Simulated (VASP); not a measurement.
# Zn3P (Pm-3m) in VASP: further runs, part 2 of 2

VASP 6.6.1. Earlier steps stand in the parts before.

## (4) Single point, revPBE

File INCAR:

```
  PREC = Accurate
  ENCUT = 520
  EDIFF = 1E-6
  ISMEAR = -1
  SIGMA = 0.05
  LREAL = F
  LASPH = T
  NELM = 80
  ALGO = Normal
  ISIF = 2
  LWAVE = F
  LCHARG = T
  GGA = RE
  LELF = T
  LVHAR = T
  NBANDS = 28
```

File KPOINTS:

```
Automatic mesh
0
Gamma
  4 4 4
```

File POSCAR:

```
Zn3P
1.0
    3.9755180000      0.0000000000      0.0000000000
    0.0000000000      3.9755180000      0.0000000000
    0.0000000000      0.0000000000      3.9755180000
Zn P
3 1
Direct
    0.5000000000      0.5000000000      0.0000000000
    0.5000000000      0.0000000000      0.5000000000
    0.0000000000      0.5000000000      0.5000000000
    0.0000000000      0.0000000000      0.0000000000
```

Launch:

```
$ cat potpaw_PBE.64/Zn/POTCAR potpaw_PBE.64/P/POTCAR > POTCAR
$ mpirun -np 1 vasp_std > vasp.out
```

Wall time 8.7 s (1 thread of AMD EPYC 9R45 (Zen 5), shared host); peak memory 0.14 GiB.

The run converged. Its results:

| Quantity | Value |
| --- | --- |
| Free energy | -6.8196 eV |
| Pressure | 1.4 GPa |

Levels at points of the mesh, in eV from the Fermi level:
| k point | band 17 | band 18 | band 19 | band 20 | band 21 | band 22 | band 23 | band 24 |
| --- | --- | --- | --- | --- | --- | --- | --- | --- |
| (0.00, 0.00, 0.00) | -3.42 | -2.93 | -2.93 | -2.93 | 0.96 | 0.96 | 4.69 | 4.69 |
| (0.50, 0.00, 0.00) | -6.61 | -1.48 | -1.23 | -1.23 | 1.44 | 1.63 | 1.63 | 2.70 |
| (0.50, 0.50, 0.00) | -5.25 | -5.25 | -5.02 | -0.22 | 1.74 | 3.32 | 3.32 | 3.84 |
| (0.50, 0.50, 0.50) | -4.64 | -4.64 | -4.64 | -2.65 | -1.85 | -1.85 | -1.85 | 8.32 |

Caveat: the k points lie up to 0.40 Å⁻¹ apart; the PAW data sets were made with another functional, which shifts forces and pressure a little.

## (5) Single point, r2SCAN

POSCAR is that of step 4.

File INCAR.step1:

```
SYSTEM = Zn3P
ALGO = Normal
EDIFF = 1E-4
ENCUT = 520
GGA = PE
ISMEAR = -1
LASPH = .TRUE.
LCHARG = .FALSE.
LREAL = .FALSE.
LWAVE = .TRUE.
NBANDS = 28
NELM = 60
PREC = Accurate
SIGMA = 0.05
```

File INCAR.step2:

```
SYSTEM = Zn3P
ALGO = Normal
EDIFF = 1E-6
ENCUT = 520
ISIF = 2
ISMEAR = -1
ISTART = 1
LASPH = .TRUE.
LCHARG = .TRUE.
LELF = .TRUE.
LMIXTAU = .TRUE.
LREAL = .FALSE.
LVHAR = .TRUE.
LWAVE = .FALSE.
METAGGA = R2SCAN
NBANDS = 28
NELM = 60
PREC = Accurate
SIGMA = 0.05
```

File KPOINTS:

```
k-points
0
G
  4 4 4
  0 0 0
```

Potentials or basis: VASP PAW PBE potentials, release 64 (Zn, P).

Launch:

```
$ cat potpaw_PBE.64/Zn/POTCAR potpaw_PBE.64/P/POTCAR > POTCAR
$ cp INCAR.step1 INCAR
$ mpirun -np 1 vasp_std > vasp.out
$ cp INCAR.step2 INCAR
$ mpirun -np 1 vasp_std > vasp.out
```

OUTCAR:

```text
SYSTEM = Zn3P
   EDIFF = 1E-6
   ENCUT = 520
   ISIF = 2
   ISMEAR = -1
   ISTART = 1
   LASPH = .TRUE.
   LREAL = .FALSE.
   METAGGA = R2SCAN
   NELM = 60
   PREC = Accurate

 ion  position               nearest neighbor table
   1  0.500  0.500  0.000-   2 2.81   3 2.81   4 2.81   2 2.81   3 2.81   2 2.81   4 2.81   2 2.81
                             3 2.81   4 2.81   3 2.81   4 2.81
   2  0.500  0.000  0.500-   1 2.81   3 2.81   4 2.81   1 2.81   4 2.81   1 2.81   3 2.81   1 2.81
                             3 2.81   4 2.81   4 2.81   3 2.81
   3  0.000  0.500  0.500-   1 2.81   2 2.81   4 2.81   1 2.81   4 2.81   2 2.81   4 2.81   4 2.81
                             1 2.81   2 2.81   1 2.81   2 2.81
   4  0.000  0.000  0.000-   1 2.81   2 2.81   3 2.81   2 2.81   3 2.81   1 2.81   3 2.81   3 2.81
[... 497 lines left out ...]
  Total       -1.3751387     -1.3751387     -1.3751387     -0.0000000      0.0000000     -0.0000000
  in kB      -35.0651685    -35.0651685    -35.0651685     -0.0000000      0.0000000     -0.0000000
  external PRESSURE =     -35.0651685 kB  Pullay stress =       0.0000000 kB

 VOLUME and BASIS-vectors are now :
 -----------------------------------------------------------------------------
  energy-cutoff  :      520.00
  volume of cell :       62.83
      direct lattice vectors                 reciprocal lattice vectors
     3.975518000  0.000000000  0.000000000     0.251539548  0.000000000  0.000000000
     0.000000000  3.975518000  0.000000000     0.000000000  0.251539548  0.000000000
     0.000000000  0.000000000  3.975518000     0.000000000  0.000000000  0.251539548

 POSITION                                       TOTAL-FORCE (eV/Angst)
 -----------------------------------------------------------------------------------
      1.98776      1.98776      0.00000         0.000000      0.000000      0.000000
      1.98776      0.00000      1.98776         0.000000      0.000000      0.000000
      0.00000      1.98776      1.98776         0.000000      0.000000      0.000000
      0.00000      0.00000      0.00000         0.000000      0.000000      0.000000
 -----------------------------------------------------------------------------------
    total drift:                                0.000000      0.000000     -0.000000

  FREE ENERGIE OF THE ION-ELECTRON SYSTEM (eV)
  ---------------------------------------------------
  free  energy   TOTEN  =       -34.8058695930 eV

  energy  without entropy=      -34.7831806813  energy(sigma->0) =      -34.79452514
```

Wall time 39 s (1 thread of AMD EPYC 9R45 (Zen 5), shared host); peak memory 0.14 GiB.

Results:

```yaml
Free_energy: -34.8059 eV
Pressure: -3.5 GPa
```

Levels at points of the mesh, in eV from the Fermi level:
| k point | band 18 | band 19 | band 20 | band 21 | band 22 | band 23 |
| --- | --- | --- | --- | --- | --- | --- |
| (0.00, 0.00, 0.00) | -3.18 | -3.18 | -3.18 | 1.16 | 1.16 | 4.92 |
| (0.50, 0.00, 0.00) | -1.40 | -1.40 | -1.37 | 1.45 | 1.65 | 1.65 |
| (0.50, 0.50, 0.00) | -5.53 | -5.28 | -0.34 | 2.01 | 3.55 | 3.55 |
| (0.50, 0.50, 0.50) | -4.88 | -4.88 | -2.91 | -1.89 | -1.89 | -1.89 |

Caveat: the k points lie up to 0.40 Å⁻¹ apart; the PAW data sets were made with another functional, which shifts forces and pressure a little.

## (6) The runs side by side

```csv
level,gap on the mesh (eV),pressure (GPa)
PBEsol,none,-4.9
RPBE,none,2.1
revPBE,none,1.4
r2SCAN,none,-3.5
```

Alike in all rows: task single point; potentials or basis VASP PAW PBE potentials, release 64 (Zn, P); no spin polarisation; cell as given; k mesh 4 × 4 × 4; cutoff (eV) 520; smearing fermi-dirac 0.05 eV.

Caveats: all runs use coarse meshes; the PAW data sets were made with another functional, which shifts forces and pressure a little.

Total energies depend on the potentials used, so only differences within one code and one set of settings carry meaning.
